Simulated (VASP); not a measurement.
# Zn (I4/mmm) in VASP: further runs

Zn is run at these levels: PBE; tasks: single point.

Everything below comes from runs of VASP 6.6.1. Logs are shortened: lines on timing, memory, paths and dates and some standing lists are left out, and cuts for length are marked.

### Step 1. The cell of the first run

The structure is tetragonal, space group I4/mmm (No. 139). The conventional cell has a = 3.488 Å, b = 3.488 Å, c = 2.623 Å, α = 90.00°, β = 90.00°, γ = 90.00°. Within 3.5 Å of Zn (site symmetry 4/mmm) lie 14 Zn at 2.62 to 3.49 Å.

### Step 2. Single point, PBE (15.96 Å³/atom)

The input, INCAR:

```
SYSTEM = Zn
  PREC = Accurate
  ENCUT = 520
  EDIFF = 1E-6
  ISMEAR = 0
  SIGMA = 0.1
  LREAL = .False.
  LASPH = .True.
  NELM = 60
  ALGO = Fast
  ISIF = 2
  LWAVE = .False.
  LCHARG = .False.
  GGA = PE
  NBANDS = 12
```

The input, KPOINTS:

```
Automatic mesh
0
Gamma
  26 26 26
  0 0 0
```

The input, POSCAR:

```
Zn
1.0
   -1.7440676467      1.7440676467      1.3113472181
    1.7440676467     -1.7440676467      1.3113472181
    1.7440676467      1.7440676467     -1.3113472181
Zn
1
Direct
    0.5000000000      0.5000000000      0.0000000000
```

Potentials or basis: VASP PAW PBE potentials, release 64 (Zn).

Command:

```console
> cat potpaw_PBE.64/Zn/POTCAR > POTCAR
> mpirun -np 1 vasp_std > vasp.out
```

OUTCAR:

```text
SYSTEM = Zn
   PREC = Accurate
   ENCUT = 520
   EDIFF = 1E-6
   ISMEAR = 0
   LREAL = .False.
   LASPH = .True.
   NELM = 60
   ISIF = 2
   GGA = PE

 ion  position               nearest neighbor table
   1  0.500  0.500  0.000-

  LATTYP: Found a body centered tetragonal cell.
 ALAT       =     3.4881352934
 C/A-ratio  =     0.7518901119

  Lattice vectors:

 A1 = (  -1.7440676467,   1.7440676467,   1.3113472181)
 A2 = (   1.7440676467,  -1.7440676467,   1.3113472181)
 A3 = (   1.7440676467,   1.7440676467,  -1.3113472181)

Analysis of symmetry for initial positions (statically):
=====================================================================
 Subroutine PRICEL returns:
 Original cell was already a primitive cell.

 Routine SETGRP: Setting up the symmetry group for a
 body centered tetragonal supercell.

 Subroutine GETGRP returns: Found 16 space group operations
 (whereof 16 operations were pure point group operations)
 out of a pool of 16 trial point group operations.

The static configuration has the point symmetry D_4h.

Analysis of symmetry for dynamics (positions and initial velocities):
=====================================================================
 Subroutine PRICEL returns:
 Original cell was already a primitive cell.

 Routine SETGRP: Setting up the symmetry group for a
 body centered tetragonal supercell.

 Subroutine GETGRP returns: Found 16 space group operations
 (whereof 16 operations were pure point group operations)
 out of a pool of 16 trial point group operations.

The dynamic configuration has the point symmetry D_4h.

 Subroutine INISYM returns: Found 16 space group operations
 (whereof 16 operations are pure point group operations),
 and found     1 'primitive' translations

----------------------------------------------------------------------------------------

                                     Primitive cell

  volume of cell :      15.9553

  direct lattice vectors                    reciprocal lattice vectors
    -1.744067647  1.744067647  1.311347218     0.000000000  0.286686128  0.381287269
     1.744067647 -1.744067647  1.311347218     0.286686128  0.000000000  0.381287269
     1.744067647  1.744067647 -1.311347218     0.286686128  0.286686128  0.000000000

  length of vectors
     2.793416446  2.793416446  2.793416446     0.477041840  0.477041840  0.405435410

  position of ions in fractional coordinates (direct lattice)
     0.500000000  0.500000000  0.000000000

  ion indices of the primitive-cell ions
   primitive index   ion index
                 1           1

----------------------------------------------------------------------------------------

 KPOINTS: Automatic mesh

Automatic generation of k-mesh.
 Grid dimensions read from file:
 generate k-points for:   26   26   26

 Generating k-lattice:

  Cartesian coordinates                     Fractional coordinates (reciprocal lattice)
     0.000000000  0.011026390  0.014664895     0.038461538  0.000000000 -0.000000000
     0.011026390  0.000000000  0.014664895     0.000000000  0.038461538 -0.000000000
     0.011026390  0.011026390  0.000000000     0.000000000  0.000000000  0.038461538

  Length of vectors
     0.018347763  0.018347763  0.015593670

  Shift w.r.t. Gamma in fractional coordinates (k-lattice)
     0.000000000  0.000000000  0.000000000

 Subroutine IBZKPT returns following result:
 ===========================================

 Found   1330 irreducible k-points:

 Following reciprocal coordinates:
            Coordinates               Weight
  0.000000  0.000000  0.000000      1.000000
  0.038462  0.000000 -0.000000      8.000000
  0.076923  0.000000 -0.000000      8.000000
  0.115385 -0.000000  0.000000      8.000000
  0.153846  0.000000  0.000000      8.000000
  0.192308  0.000000  0.000000      8.000000
[... 16 lines left out ...]
  0.346154  0.038462  0.000000     16.000000
  0.384615  0.038462  0.000000     16.000000
 [... further k-points ...]
   k-points           NKPTS =   1330   k-points in BZ     NKDIM =   1330   number of bands    NBANDS=     12
   number of dos      NEDOS =    301   number of ions     NIONS =      1
   total plane-waves  NPLWV =  13824
   dimension x,y,z NGX =    24 NGY =   24 NGZ =   24
   dimension x,y,z NGXF=    48 NGYF=   48 NGZF=   48
   ions per type =               1
   NGX,Y,Z   is equivalent  to a cutoff of  14.28, 14.28, 14.28 a.u.
   NGXF,Y,Z  is equivalent  to a cutoff of  28.57, 28.57, 28.57 a.u.
 SYSTEM =  Zn
   PREC   = accura    normal or accurate (medium, high low for compatibility)
   ISTART =      0    job   : 0-new  1-cont  2-samecut
   ICHARG =      2    charge: 1-file 2-atom 10-const
   ISPIN  =      1    spin polarized calculation?
   LNONCOLLINEAR =      F non collinear calculations
   LSORBIT =      F    spin-orbit coupling
   LASPH  =      T    aspherical Exc in radial PAW
   ENCUT  =  520.0 eV  38.22 Ry    6.18 a.u.   5.19  5.19  5.19*2*pi/ulx,y,z
   NELM   =     60;   NELMIN=  2; NELMDL= -5     # of ELM steps
   EDIFF  = 0.1E-05   stopping-criterion for ELM
   LREAL  =      F    real-space projection
   EDIFFG = 0.1E-04   stopping-criterion for IOM
   NSW    =      0    number of steps for IOM
   IBRION =     -1    ionic relax: 0-MD 1-quasi-New 2-CG
   NFREE  =      0    steps in history (QN), initial steepest desc. (CG)
   ISIF   =      2    stress and relaxation
   ISYM   =      2    0-nonsym 1-usesym 2-fastsym
   POTIM  = 0.5000    time-step for ionic-motion
   TEBEG  =    0.0;   TEEND  =   0.0 temperature during run
   PSTRESS=    0.0 pullay stress
   NELECT =      12.0000    total number of electrons
   NUPDOWN=      -1.0000    fix difference up-down
   EMIN   =  10.00;   EMAX   =-10.00  energy-range for DOS
   EFERMI =   0.00;   METHOD = LEGACY
   ISMEAR =     0;   SIGMA  =   0.10  broadening in eV -4-tet -1-fermi 0-gaus
   EFERMI_NEDOS =   21; number of points for ismear=-14 and -15
   IALGO  =     68    algorithm
   IMIX   =      4    mixing-type and parameters
     AMIX     =   0.40;   BMIX     =  1.00
     AMIX_MAG =   1.60;   BMIX_MAG =  1.00
  volume/ion in A,a.u.               =      15.96       107.67
  Fermi-wavevector in a.u.,A,eV,Ry     =   1.488791  2.813407 30.157304  2.216499
  Thomas-Fermi vector in A             =   2.601781
   LORBIT       =      0    0 simple, 1 ext, 2 COOP (PROOUT), +10 PAW based schemes
   GGA     = PE    functional components
   LHFCALC =     F    Hartree Fock is set to
   AEXX    =    0.0000 exact exchange contribution
   IVDW    =     0    specifies the selected vdW correction
   LEPSILON=     F    determine dielectric tensor
   LRPA    =     F    only Hartree local field effects (RPA)
 non-spin polarized calculation
 RMM-DIIS sequential band-by-band and
 Gauss-broadening in eV      SIGMA  =   0.10
  energy-cutoff  :      520.00
  volume of cell :       15.96
 maximum number of plane-waves:       448
 NGX is ok and might be reduce to    24
   NGX = 11   NGY = 11   NGZ = 11

 number of electron      11.9999996 magnetization

 Free energy of the ion-electron system (eV)
  ---------------------------------------------------
  ext. energy  EPLUGINS =         0.00000000
  ---------------------------------------------------
  free energy    TOTEN  =        -1.08875673 eV

  energy without entropy =       -1.08736025  energy(sigma->0) =       -1.08805849

 E-fermi :   2.6521     XC(G=0): -11.2929

 val. band max:        2.6449028207   @ k =  -0.3462  -0.4231   0.0385
 cond. band min:       2.6542859428   @ k =  -0.3462  -0.4615   0.0385
 fundamental gap:      0.0093831221
 Fermi energy:         2.6520685445

 k-point     1 :       0.0000    0.0000    0.0000
  band No.  band energies     occupation
      1      -7.2518      2.00000
      2      -5.1278      2.00000
      3      -4.8616      2.00000
      4      -4.5646      2.00000
      5      -4.5646      2.00000
      6      -4.2919      2.00000
      7      16.9247      0.00000
      8      16.9247      0.00000
      9      19.7747      0.00000
     10      21.4174      0.00000
     11      25.5472      0.00000
     12      26.5143      0.00000

 k-point     2 :       0.0385    0.0000   -0.0000
  band No.  band energies     occupation
      1      -7.1987      2.00000
      2      -5.1213      2.00000
      3      -4.8535      2.00000
      4      -4.5690      2.00000
      5      -4.5685      2.00000
      6      -4.2956      2.00000
      7      16.6876      0.00000
      8      16.8011      0.00000
      9      20.1002      0.00000
     10      21.5215      0.00000
     11      25.0260      0.00000
     12      25.7536      0.00000

 k-point     3 :       0.0769    0.0000   -0.0000
  band No.  band energies     occupation
      1      -7.0403      2.00000
      2      -5.1036      2.00000
      3      -4.8309      2.00000
      4      -4.5799      2.00000
      5      -4.5785      2.00000
      6      -4.3063      2.00000
      7      16.1684      0.00000
      8      16.4830      0.00000
      9      20.8826      0.00000
     10      21.5006      0.00000
     11      23.5394      0.00000
     12      24.4818      0.00000

 k-point     4 :       0.1154   -0.0000    0.0000
  band No.  band energies     occupation
      1      -6.7800      2.00000
      2      -5.0794      2.00000
      3      -4.7998      2.00000
      4      -4.5897      2.00000
      5      -4.5890      2.00000
      6      -4.3223      2.00000
      7      15.5854      0.00000
      8      16.0675      0.00000
      9      20.2267      0.00000
     10      21.8899      0.00000
     11      22.9272      0.00000
     12      23.2199      0.00000

 k-point     5 :       0.1538    0.0000    0.0000
  band No.  band energies     occupation
      1      -6.4265      2.00000
      2      -5.0576      2.00000
      3      -4.7702      2.00000
      4      -4.5935      2.00000
      5      -4.5786      2.00000
      6      -4.3418      2.00000
      7      15.0236      0.00000
      8      15.6266      0.00000
      9      18.2407      0.00000
     10      21.9461      0.00000
     11      22.3987      0.00000
     12      23.1360      0.00000
[... 228 lines left out ...]
      1      -5.3138      2.00000
      2      -5.1084      2.00000
      3      -4.4834      2.00000
      4      -4.4259      2.00000
      5      -4.3229      2.00000
      6      -3.7056      2.00000
      7      11.0226      0.00000
      8      13.5061      0.00000
      9      14.8778      0.00000
     10      17.9057      0.00000
     11      19.4958      0.00000
     12      24.5078      0.00000

 k-point    22 :       0.3077    0.0385   -0.0000
  band No.  band energies     occupation
      1      -5.3183      2.00000
      2      -5.1518      2.00000
      3      -4.4455      2.00000
      4      -4.3987      2.00000
      5      -4.2427      2.00000
      6      -2.9016      2.00000
      7       9.2138      0.00000
      8      13.2348      0.00000
      9      14.3719      0.00000
     10      17.4464      0.00000
     11      18.8956      0.00000
     12      24.5994      0.00000

 k-point    23 :       0.3462    0.0385    0.0000
  band No.  band energies     occupation
      1      -5.3492      2.00000
      2      -5.1935      2.00000
      3      -4.4604      2.00000
      4      -4.3220      2.00000
      5      -4.1730      2.00000
      6      -1.9646      2.00000
      7       7.5004      0.00000
      8      13.0116      0.00000
      9      13.9093      0.00000
     10      17.1167      0.00000
     11      18.4358      0.00000
     12      24.7444      0.00000

 k-point    24 :       0.3846    0.0385    0.0000
  band No.  band energies     occupation
      1      -5.3822      2.00000
      2      -5.2280      2.00000
      3      -4.4720      2.00000
      4      -4.2569      2.00000
      5      -4.1189      2.00000
      6      -0.9310      2.00000
      7       5.8984      0.00000
      8      12.8126      0.00000
      9      13.5379      0.00000
     10      16.8904      0.00000
     11      18.1316      0.00000
     12      24.9459      0.00000

 [... further k-points ...]

------------------------ aborting loop because EDIFF is reached ----------------------------------------

  FORCE on cell =-STRESS in cart. coord.  units (eV):
  Direction    XX          YY          ZZ          XY          YZ          ZX
  --------------------------------------------------------------------------------------
  -------------------------------------------------------------------------------------
  Total       -0.1529901     -0.1529901     -0.1335190      0.0000000      0.0000000      0.0000000
  in kB      -15.3627751    -15.3627751    -13.4075417      0.0000000      0.0000000      0.0000000
  external PRESSURE =     -14.7110306 kB  Pullay stress =       0.0000000 kB

 VOLUME and BASIS-vectors are now :
 -----------------------------------------------------------------------------
  energy-cutoff  :      520.00
  volume of cell :       15.96
      direct lattice vectors                 reciprocal lattice vectors
    -1.744067647  1.744067647  1.311347218     0.000000000  0.286686128  0.381287269
     1.744067647 -1.744067647  1.311347218     0.286686128  0.000000000  0.381287269
     1.744067647  1.744067647 -1.311347218     0.286686128  0.286686128  0.000000000

 POSITION                                       TOTAL-FORCE (eV/Angst)
 -----------------------------------------------------------------------------------
      0.00000      0.00000      1.31135         0.000000      0.000000     -0.000000
 -----------------------------------------------------------------------------------
    total drift:                               -0.000000      0.000000      0.000000

  FREE ENERGIE OF THE ION-ELECTRON SYSTEM (eV)
  ---------------------------------------------------
  free  energy   TOTEN  =        -1.0887567298 eV

  energy  without entropy=       -1.0873602466  energy(sigma->0) =       -1.08805849
```

It took 7.4 min on 1 thread of Intel Xeon 8259CL, shared host; peak memory 0.32 GiB.

What came out:

```
Free energy            : -1.0888 eV
Pressure               : -1.5 GPa
Band gap on the k mesh : zero (bands 6 and 7 overlap by 6.01 eV)
```

Levels at points of the mesh, in eV from the Fermi level:
```
           k point  band 3  band 4  band 5  band 6  band 7  band 8  band 9  band 10
(0.00, 0.00, 0.00)   -7.51   -7.22   -7.22   -6.94   14.27   14.27   17.12    18.77
(0.50, 0.00, 0.00)   -7.13   -6.82   -6.72   -1.55    0.60    9.98   10.79    13.73
(0.50, 0.50, 0.00)   -7.32   -7.16   -6.77   -3.17   -2.59   16.79   18.44    20.05
(0.50, 0.50, 0.50)   -6.81   -6.81   -6.76    1.85    1.85    3.97    6.64    11.34
```

### Step 3. Single point, PBE (16.42 Å³/atom)

This run uses another cell than the first one, of 16.42 Å³/atom.

The input, INCAR:

```
SYSTEM = Zn
ALGO     = Fast           ! electronic algorithm
EDIFF    = 1E-7           ! SCF threshold, eV
ENCUT    = 520            ! plane-wave cutoff, eV
GGA      = PE             ! functional
ISIF     = 2              ! what is computed and relaxed
ISMEAR   = 0              ! smearing method
LASPH    = .TRUE.         ! aspherical terms in the spheres
LCHARG   = .FALSE.        ! write CHGCAR
LREAL    = .FALSE.        ! projectors in reciprocal space
LWAVE    = .FALSE.        ! write WAVECAR
NBANDS   = 12             ! bands
NELM     = 80             ! most SCF steps
PREC     = Accurate       ! precision mode
SIGMA    = 0.1            ! smearing width, eV
```

The input, KPOINTS:

```
k-points
0
G
  26 26 26
  0 0 0
```

The input, POSCAR:

```
Zn
1.0
   -1.7658993413      1.7658993413      1.3163794755
    1.7658993413     -1.7658993413      1.3163794755
    1.7658993413      1.7658993413     -1.3163794755
Zn
1
Direct
    0.5000000000      0.5000000000      0.0000000000
```

Potentials or basis: VASP PAW PBE potentials, release 64 (Zn).

Command:

```console
> cat potpaw_PBE.64/Zn/POTCAR > POTCAR
> mpirun -np 1 vasp_std > vasp.out
```

It took 9.7 min on 1 thread of Intel Xeon 8259CL, shared host; peak memory 0.32 GiB.

The run converged. Its results:

```yaml
Free_energy: -1.0823 eV
Pressure: -2.7 GPa
Band_gap_on_the_k_mesh: zero (bands 6 and 7 overlap by 6.00 eV)
```

Stress tensor (GPa, compression positive):
```
-2.77  0.00  0.00
 0.00 -2.77  0.00
 0.00  0.00 -2.61
```

Levels at points of the mesh, in eV from the Fermi level:
| k point | band 3 | band 4 | band 5 | band 6 | band 7 | band 8 | band 9 | band 10 |
| --- | --- | --- | --- | --- | --- | --- | --- | --- |
| (0.00, 0.00, 0.00) | -7.46 | -7.15 | -7.15 | -6.90 | 13.87 | 13.87 | 16.71 | 18.32 |
| (0.50, 0.00, 0.00) | -7.08 | -6.79 | -6.68 | -1.43 | 0.59 | 9.78 | 10.58 | 13.50 |
| (0.50, 0.50, 0.00) | -7.24 | -7.11 | -6.73 | -3.05 | -2.66 | 16.64 | 18.20 | 19.62 |
| (0.50, 0.50, 0.50) | -6.77 | -6.77 | -6.73 | 1.80 | 1.80 | 3.66 | 6.53 | 11.40 |
